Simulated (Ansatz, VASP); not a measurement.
**CdSe: VASP beside Ansatz**

```
Cd Se
1.0
     0.00000    3.02878    3.02878
     3.02878    0.00000    3.02878
     3.02878    3.02878    0.00000
Cd Se
1 1
Direct
  0.00000 0.00000 0.00000
  0.75000 0.75000 0.75000
```

Alike in both runs: task single point; functional PBEsol; dispersion D4; k mesh 5 × 5 × 5; occupations gaussian, width 0.3 eV; no spin polarisation.

|  | VASP | Ansatz |
| --- | --- | --- |
| version | VASP 6.6.1 | Ansatz 0.2.0 |
| potentials or method | VASP PAW PBE potentials, release 64 (Cd, Se), cutoff 520 eV | plane waves, PAW |
| valence electrons in the cell | 18 | 36 |

Ansatz gave:

| Quantity | Value |
| --- | --- |
| pressure (GPa) | -0.3 |

Q: Estimate VASP's values.

A: Pressure (GPa): 0.0.

VASP's potentials were made for PBE, not for PBEsol. VASP's potentials hold 18 valence electrons a cell and Ansatz's 36, so a difference there can come from the potentials and not from the codes.
